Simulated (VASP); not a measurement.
**BaS: single point with HSE06**

The system is BaS.

```
Ba S
1.0
     3.92999    0.00000    0.00000
     0.00000    3.92999    0.00000
     0.00000    0.00000    3.92999
Ba S
1 1
Direct
  0.00000 0.00000 0.00000
  0.50000 0.50000 0.50000
```

This cell differs from its parent crystal: strain +2.5%.

| Item | Value |
| --- | --- |
| Program | VASP 6.6.1 |
| Task | single point |
| Functional | HSE06 |
| Potentials or basis | VASP PAW PBE potentials, release 64 (Ba_sv, S) |
| Cutoff | 520 eV |
| k mesh | 4 × 4 × 4 |
| Occupations | gaussian, width 0.01 eV |
| Spin | no spin polarisation |

The pressure is -2.7 GPa. The band gap on the k mesh is 2.44 eV (least direct gap 2.60 eV).

Levels at points of the mesh, in eV from the valence-band top:
```tsv
k point	band 5	band 6	band 7	band 8	band 9	band 10	band 11	band 12
(0.00, 0.00, 0.00)	-12.04	-0.17	-0.17	-0.17	2.44	2.44	4.27	7.41
(0.50, 0.00, 0.00)	-10.89	-2.95	-0.69	-0.69	3.47	6.84	7.49	7.77
(0.50, 0.50, 0.00)	-11.61	-1.50	-1.50	0.00	3.08	4.16	5.26	5.26
(0.50, 0.50, 0.50)	-11.26	-2.72	-2.72	-2.72	8.07	8.07	8.07	8.35
```

Run time: 4.2 min on 1 thread of Intel(R) Xeon(R) 6975P-C (Granite Rapids), with other jobs on the host, peak memory 0.28 GiB.

Caveat: the cell differs from its parent crystal (strain +2.5%); the structure was generated, so it needn't be the stable form of BaS; the PAW data sets were made with another functional, which shifts forces and pressure a little; spin-orbit coupling is left out, which moves the levels of the heavy elements. A k mesh can miss the band edges.
